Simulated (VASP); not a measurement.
# Ga9P8 (a cell with a defect) in VASP: further runs, part 2 of 2

VASP 6.6.1. Earlier steps stand in the parts before.

### Step 4. Single point, PBE

INCAR reads:

```
SYSTEM = Ga9P8
PREC     = Accurate       ! precision mode
ENCUT    = 520            ! plane-wave cutoff, eV
EDIFF    = 1E-6           ! SCF threshold, eV
ISMEAR   = 0              ! smearing method
SIGMA    = 0.02           ! smearing width, eV
LREAL    = Auto         
LASPH    = .TRUE.         ! aspherical terms in the spheres
NELM     = 60             ! most SCF steps
ALGO     = Normal         ! electronic algorithm
ISIF     = 2              ! what is computed and relaxed
LWAVE    = .FALSE.        ! write WAVECAR
LCHARG   = .TRUE.         ! write CHGCAR
GGA      = PE             ! functional
LELF     = .TRUE.         ! ELF
LVHAR    = .TRUE.       
NBANDS   = 92             ! bands
```

KPOINTS reads:

```
regular mesh
0
G
  2 2 2
  0 0 0
```

POSCAR reads:

```
Ga9P8
1.0
    0.0000000000      5.5051169748     -5.5051169748
    5.5051169748      5.5051169748      0.0000000000
    5.5051169748      0.0000000000     -5.5051169748
Ga P
9 8
Direct
    0.5420615064      0.5419405280     -0.1215334757
    0.4888199492      0.0042309728      0.0105490946
    1.0044051789      0.4888544626      0.0101530994
    0.9998142683     -0.0001110785      0.0208565051
    0.4839481181      0.4837279593      0.4859938512
    0.4743064520      0.0525039706      0.4987824078
    1.0524904424      0.4745446849      0.4983332802
    0.9904780452     -0.0091968073      0.5479321355
    0.6742039301      0.6741621508      0.4821206365
    0.4024377702      0.4022323250      0.2933659734
    0.3599183285      0.8850962699      0.3821049597
    0.8851920899      0.3599856296      0.3817321248
    0.8783817895      0.8786677054      0.3926685863
    0.3730301299      0.3727958024      0.8599698284
    0.3680474019      0.8956465453      0.8697351976
    0.8958598923      0.3680458579      0.8693545518
    0.8633495022      0.8633406014      0.9181485195
```

Potentials or basis: VASP PAW PBE potentials, release 64 (Ga_d, P).

Launch:

```sh
> cat potpaw_PBE.64/Ga_d/POTCAR potpaw_PBE.64/P/POTCAR > POTCAR
> mpirun -np 1 vasp_std > vasp.out
```

OUTCAR:

```text
SYSTEM = Ga9P8
   PREC = Accurate
   ENCUT = 520
   EDIFF = 1E-6
   ISMEAR = 0
   LREAL = Auto
   LASPH = .TRUE.
   NELM = 60
   ISIF = 2
   GGA = PE

 ion  position               nearest neighbor table
   1  0.542  0.542  0.878-  16 2.37  15 2.37  14 2.37   9 2.52  10 2.64
   2  0.489  0.004  0.011-  14 2.35  15 2.36  11 2.36  17 2.39
   3  0.004  0.489  0.010-  14 2.35  16 2.36  12 2.36  17 2.39
   4  1.000  1.000  0.021-  16 2.35  15 2.35  13 2.36  17 2.39
   5  0.484  0.484  0.486-  10 2.32  14 2.38   9 2.55  12 2.57  11 2.57
   6  0.474  0.053  0.499-  10 2.30  15 2.37  11 2.54  13 2.58   9 2.59
   7  0.052  0.475  0.498-  10 2.30  16 2.37  12 2.54  13 2.58   9 2.59
   8  0.990  0.991  0.548-  17 2.35  12 2.36  11 2.37  13 2.42
   9  0.674  0.674  0.482-  13 2.42  11 2.43  12 2.43   1 2.52   5 2.55   7 2.59   6 2.59
  10  0.402  0.402  0.293-   6 2.30   7 2.30   5 2.32   1 2.64
  11  0.360  0.885  0.382-   2 2.36   8 2.37   9 2.43   6 2.54   5 2.57
  12  0.885  0.360  0.382-   3 2.36   8 2.36   9 2.43   7 2.54   5 2.57
  13  0.878  0.879  0.393-   4 2.36   8 2.42   9 2.42   6 2.58   7 2.58
  14  0.373  0.373  0.860-   2 2.35   3 2.35   1 2.37   5 2.38
  15  0.368  0.896  0.870-   4 2.35   2 2.36   1 2.37   6 2.37
  16  0.896  0.368  0.869-   4 2.35   3 2.36   1 2.37   7 2.37
  17  0.863  0.863  0.918-   8 2.35   3 2.39   2 2.39   4 2.39

  LATTYP: Found a face centered cubic cell.
 ALAT       =    11.0102339496

  Lattice vectors:

 A1 = (   0.0000000000,   5.5051169748,  -5.5051169748)
 A2 = (   5.5051169748,   5.5051169748,   0.0000000000)
 A3 = (   5.5051169748,   0.0000000000,  -5.5051169748)

Analysis of symmetry for initial positions (statically):
=====================================================================
 Subroutine PRICEL returns:
 Original cell was already a primitive cell.

 Routine SETGRP: Setting up the symmetry group for a
 face centered cubic supercell.

 Subroutine GETGRP returns: Found  1 space group operations
 (whereof  1 operations were pure point group operations)
 out of a pool of 48 trial point group operations.

The static configuration has the point symmetry C_1 .

Analysis of symmetry for dynamics (positions and initial velocities):
=====================================================================
 Subroutine PRICEL returns:
 Original cell was already a primitive cell.

 Routine SETGRP: Setting up the symmetry group for a
 face centered cubic supercell.

 Subroutine GETGRP returns: Found  1 space group operations
 (whereof  1 operations were pure point group operations)
 out of a pool of 48 trial point group operations.

The dynamic configuration has the point symmetry C_1 .

 Subroutine INISYM returns: Found  1 space group operations
 (whereof  1 operations are pure point group operations),
 and found     1 'primitive' translations

----------------------------------------------------------------------------------------

                                     Primitive cell

  volume of cell :     333.6796

  direct lattice vectors                    reciprocal lattice vectors
     0.000000000  5.505116975 -5.505116975    -0.090824591  0.090824591 -0.090824591
     5.505116975  5.505116975  0.000000000     0.090824591  0.090824591  0.090824591
     5.505116975  0.000000000 -5.505116975     0.090824591 -0.090824591 -0.090824591

  length of vectors
[... 76 lines left out ...]
  0.500000  0.000000  0.500000      1.000000
   k-points           NKPTS =      8   k-points in BZ     NKDIM =      8   number of bands    NBANDS=     92
   number of dos      NEDOS =    301   number of ions     NIONS =     17
   total plane-waves  NPLWV = 216000
   dimension x,y,z NGX =    60 NGY =   60 NGZ =   60
   dimension x,y,z NGXF=   120 NGYF=  120 NGZF=  120
   ions per type =               9   8
   NGX,Y,Z   is equivalent  to a cutoff of  12.81, 12.81, 12.81 a.u.
   NGXF,Y,Z  is equivalent  to a cutoff of  25.62, 25.62, 25.62 a.u.
 SYSTEM =  Ga9P8
   PREC   = accura    normal or accurate (medium, high low for compatibility)
   ISTART =      0    job   : 0-new  1-cont  2-samecut
   ICHARG =      2    charge: 1-file 2-atom 10-const
   ISPIN  =      1    spin polarized calculation?
   LNONCOLLINEAR =      F non collinear calculations
   LSORBIT =      F    spin-orbit coupling
   LASPH  =      T    aspherical Exc in radial PAW
   ENCUT  =  520.0 eV  38.22 Ry    6.18 a.u.  14.48 14.48 14.48*2*pi/ulx,y,z
   NELM   =     60;   NELMIN=  2; NELMDL= -5     # of ELM steps
   EDIFF  = 0.1E-05   stopping-criterion for ELM
   LREAL  =      T    real-space projection
   EDIFFG = 0.1E-04   stopping-criterion for IOM
   NSW    =      0    number of steps for IOM
   IBRION =     -1    ionic relax: 0-MD 1-quasi-New 2-CG
   NFREE  =      0    steps in history (QN), initial steepest desc. (CG)
   ISIF   =      2    stress and relaxation
   ISYM   =      2    0-nonsym 1-usesym 2-fastsym
   POTIM  = 0.5000    time-step for ionic-motion
   TEBEG  =    0.0;   TEEND  =   0.0 temperature during run
   PSTRESS=    0.0 pullay stress
   NELECT =     157.0000    total number of electrons
   NUPDOWN=      -1.0000    fix difference up-down
   EMIN   =  10.00;   EMAX   =-10.00  energy-range for DOS
   EFERMI =   0.00;   METHOD = LEGACY
   ISMEAR =     0;   SIGMA  =   0.02  broadening in eV -4-tet -1-fermi 0-gaus
   EFERMI_NEDOS =   21; number of points for ismear=-14 and -15
   IALGO  =     38    algorithm
   IMIX   =      4    mixing-type and parameters
     AMIX     =   0.40;   BMIX     =  1.00
     AMIX_MAG =   1.60;   BMIX_MAG =  1.00
  volume/ion in A,a.u.               =      19.63       132.46
  Fermi-wavevector in a.u.,A,eV,Ry     =   1.273302  2.406192 22.059106  1.621299
  Thomas-Fermi vector in A             =   2.406133
   LORBIT       =      0    0 simple, 1 ext, 2 COOP (PROOUT), +10 PAW based schemes
   GGA     = PE    functional components
   LHFCALC =     F    Hartree Fock is set to
   AEXX    =    0.0000 exact exchange contribution
   IVDW    =     0    specifies the selected vdW correction
   LEPSILON=     F    determine dielectric tensor
   LRPA    =     F    only Hartree local field effects (RPA)
 non-spin polarized calculation
 Gauss-broadening in eV      SIGMA  =   0.02
  energy-cutoff  :      520.00
  volume of cell :      333.68
 maximum number of plane-waves:      9089
 NGX is ok and might be reduce to    60
   NGX = 29   NGY = 29   NGZ = 29

 number of electron     157.0000003 magnetization

 Free energy of the ion-electron system (eV)
  ---------------------------------------------------
  ext. energy  EPLUGINS =         0.00000000
  ---------------------------------------------------
  free energy    TOTEN  =       -71.13453694 eV

  energy without entropy =      -71.13438028  energy(sigma->0) =      -71.13445861

 E-fermi :   5.9600     XC(G=0): -10.0373

 val. band max:        5.9257422022   @ k =   0.5000   0.5000   0.5000
 cond. band min:       5.9964869058   @ k =   0.5000   0.0000   0.0000
 fundamental gap:      0.0707447036
 Fermi energy:         5.9599657464

 k-point     1 :       0.0000    0.0000    0.0000
  band No.  band energies     occupation
      1      -9.9527      2.00000
      2      -9.8886      2.00000
      3      -9.8806      2.00000
      4      -9.8453      2.00000
      5      -9.8150      2.00000
      6      -9.8007      2.00000
[... 733 lines left out ...]
     89       9.2454      0.00000
     90       9.3136      0.00000
 [bands above 90 left out]

------------------------ aborting loop because EDIFF is reached ----------------------------------------

  FORCE on cell =-STRESS in cart. coord.  units (eV):
  Direction    XX          YY          ZZ          XY          YZ          ZX
  --------------------------------------------------------------------------------------
  -------------------------------------------------------------------------------------
  Total       10.4280703     10.2329782     10.4488269      0.8901032     -0.8525601      3.1588722
  in kB       50.0708407     49.1340972     50.1705042      4.2738699     -4.0936049     15.1674647
  external PRESSURE =      49.7918141 kB  Pullay stress =       0.0000000 kB

 VOLUME and BASIS-vectors are now :
 -----------------------------------------------------------------------------
  energy-cutoff  :      520.00
  volume of cell :      333.68
      direct lattice vectors                 reciprocal lattice vectors
     0.000000000  5.505116975 -5.505116975    -0.090824591  0.090824591 -0.090824591
     5.505116975  5.505116975  0.000000000     0.090824591  0.090824591  0.090824591
     5.505116975  0.000000000 -5.505116975     0.090824591 -0.090824591 -0.090824591

 POSITION                                       TOTAL-FORCE (eV/Angst)
 -----------------------------------------------------------------------------------
      7.81951      5.96756     -7.82017         0.010128     -0.029196     -0.010492
      0.08137      2.71430     -2.74908        -0.034688      0.046435      0.011355
      2.74710      2.71545     -0.08015        -0.011173      0.046295      0.033252
      5.61932     11.00860     -5.61891        -0.024275     -0.005987      0.023345
      5.33843      5.32717     -5.33964        -0.020708      0.010329      0.022831
      3.03490      2.90015     -5.35697        -0.004336      0.015826      0.016914
[... 9 lines left out ...]
      6.81203      6.95795     -9.71771         0.011211      0.006348      0.009504
      9.80731      9.50563     -9.80735        -0.061003      0.034259      0.062060
 -----------------------------------------------------------------------------------
    total drift:                               -0.003326     -0.006432      0.004197

  FREE ENERGIE OF THE ION-ELECTRON SYSTEM (eV)
  ---------------------------------------------------
  free  energy   TOTEN  =       -71.1345369432 eV

  energy  without entropy=      -71.1343802751  energy(sigma->0) =      -71.13445861
```

Wall time 5.6 min (1 thread of Intel Xeon 6975P-C (Granite Rapids), shared host); peak memory 0.54 GiB.

Results:

```
Free energy            : -71.1345 eV
Pressure               : 5.0 GPa
Largest force          : 0.463 eV/Å
Band gap on the k mesh : zero (an odd number of electrons rules out a gap without spin polarisation)
```

Forces in eV/Å, atoms in the order of the input:
```
Ga   0.010 -0.029 -0.010
Ga  -0.035  0.046  0.011
Ga  -0.011  0.046  0.033
Ga  -0.024 -0.006  0.023
Ga  -0.021  0.010  0.023
Ga  -0.004  0.016  0.017
Ga  -0.017  0.018  0.000
Ga  -0.049  0.057  0.043
Ga   0.280 -0.242 -0.277
P    0.018 -0.018 -0.017
P   -0.041  0.028 -0.009
P    0.013  0.030  0.043
P   -0.065  0.000  0.063
P    0.006 -0.004 -0.005
P   -0.011  0.007 -0.010
P    0.011  0.006  0.010
P   -0.061  0.034  0.062
```

Caveat: the k points lie up to 0.49 Å⁻¹ apart, too coarse for converged energies and pressures of a metal.

### Step 5. Single point, PBE

INCAR reads:

```
ALGO     = Normal         # electronic algorithm
EDIFF    = 1E-6           # SCF threshold, eV
ENCUT    = 520            # plane-wave cutoff, eV
GGA      = PE             # functional
ISIF     = 2              # what is computed and relaxed
ISMEAR   = 0              # smearing method
LASPH    = True           # aspherical terms in the spheres
LCHARG   = False          # write CHGCAR
LREAL    = Auto         
LWAVE    = False          # write WAVECAR
NBANDS   = 92             # bands
NELM     = 60             # most SCF steps
PREC     = Accurate       # precision mode
SIGMA    = 0.02           # smearing width, eV
```

KPOINTS reads:

```
k-points
0
Gamma
  2 2 2
```

POSCAR reads:

```
Ga9P8
1.0
   -5.5051169764      5.5051169764      0.0000000000
   -5.5051169764      0.0000000000      5.5051169764
    0.0000000000      5.5051169764      5.5051169764
Ga P
9 8
Direct
    1.0037322592      1.0036712251      0.5094624714
    0.4855489922      1.0029472623      0.5095315889
    1.0030090230      0.4854886847      0.5095297724
    0.9865603262      0.9864991104      0.0440762660
    0.5189543678      0.5188936969      0.4432682376
    0.4883963432      1.0292569666     -0.0035205428
    1.0293189090      0.4883363989     -0.0035201795
    0.4878385894      0.4877742855     -0.0044890054
    0.7288615332      0.7287990459      0.8168939950
    0.8643139683      0.8642532975      0.4095652299
    0.3746363626      0.8870917768      0.3652816114
    0.8871525384      0.3745752377      0.3652817022
    0.8811345918      0.8810746476      0.8896108877
    0.3741508144      0.3740888720      0.3646476557
    0.3516225919      0.8798389790      0.8894224266
    0.8799021021      0.3515611037      0.8894212459
    0.3916219236      0.3915599812      0.8253405912
```

Launch:

```sh
> cat potpaw_PBE.64/Ga_d/POTCAR potpaw_PBE.64/P/POTCAR > POTCAR
> mpirun -np 1 vasp_std > vasp.out
```

Run time: 3.1 min. Hardware: 1 thread of Intel Xeon 6975P-C (Granite Rapids), shared host; peak memory 0.52 GiB.

Results (log left out):

```
Free energy            : -71.4493 eV
Pressure               : 5.7 GPa
Largest force          : 0.451 eV/Å
Band gap on the k mesh : zero (an odd number of electrons rules out a gap without spin polarisation)
```

Forces in eV/Å, atoms in the order of the input:
```
Ga  -0.012 -0.007 -0.007
Ga  -0.012 -0.020 -0.005
Ga  -0.012 -0.005 -0.020
Ga  -0.033 -0.037 -0.037
Ga   0.198  0.200  0.200
Ga   0.046  0.033 -0.037
Ga   0.046 -0.037  0.033
Ga  -0.042  0.046  0.046
Ga  -0.252 -0.265 -0.265
P   -0.050 -0.062 -0.062
P    0.023  0.025 -0.015
P    0.023 -0.015  0.025
P    0.018  0.001  0.001
P   -0.014  0.027  0.027
P   -0.002  0.010  0.014
P   -0.002  0.014  0.010
P    0.075  0.091  0.091
```

Stress tensor (GPa, compression positive):
```
 5.70 -0.35 -0.35
-0.35  5.72 -0.37
-0.35 -0.37  5.72
```

Levels at points of the mesh, in eV from the Fermi level:
| k point | band 74 | band 75 | band 76 | band 77 | band 78 | band 79 | band 80 | band 81 | band 82 | band 83 |
| --- | --- | --- | --- | --- | --- | --- | --- | --- | --- | --- |
| (0.00, 0.00, 0.00) | -2.53 | -2.36 | -1.52 | -1.52 | -1.51 | -0.52 | -0.16 | -0.16 | -0.02 | 0.02 |
| (0.50, 0.00, 0.00) | -2.26 | -2.21 | -2.18 | -2.16 | -1.19 | 0.13 | 0.34 | 0.62 | 0.76 | 0.81 |
| (0.00, 0.00, 0.50) | -2.20 | -2.20 | -2.10 | -2.09 | -1.35 | 0.14 | 0.33 | 0.46 | 0.47 | 0.62 |
| (0.50, 0.50, 0.50) | -2.26 | -2.21 | -2.18 | -2.17 | -1.19 | 0.12 | 0.35 | 0.61 | 0.77 | 0.81 |
| (0.50, 0.50, 0.00) | -2.84 | -2.81 | -2.59 | -2.56 | -0.62 | 0.42 | 0.74 | 1.13 | 1.35 | 1.46 |
| (0.00, 0.50, 0.50) | -2.84 | -2.81 | -2.58 | -2.56 | -0.64 | 0.42 | 0.75 | 1.13 | 1.34 | 1.45 |

Caveat: the k points lie up to 0.49 Å⁻¹ apart, too coarse for converged energies and pressures of a metal.

### Step 6. The runs side by side

| cell | gap on the mesh (eV) | pressure (GPa) | largest force (eV/Å) |
| --- | --- | --- | --- |
| a = 7.785 Å, angles 60.0°, 17 atoms, atomic positions A | none | 6.0 | 0.02 |
| a = 7.785 Å, angles 60.0°, 17 atoms, atomic positions B | none | 6.2 | 0.02 |
| a = 7.785 Å, angles 60.0°, 17 atoms, atomic positions C | none | 5.0 | 0.46 |
| a = 7.785 Å, angles 60.0°, 17 atoms, atomic positions D | none | 5.7 | 0.45 |

Alike in all rows: task single point; level PBE; potentials or basis VASP PAW PBE potentials, release 64 (Ga_d, P); no spin polarisation; k mesh 2 × 2 × 2; cutoff (eV) 520; smearing gaussian 0.02 eV.

Caveats: all runs use coarse meshes.

Absolute energies hang on the potentials; compare differences alone.
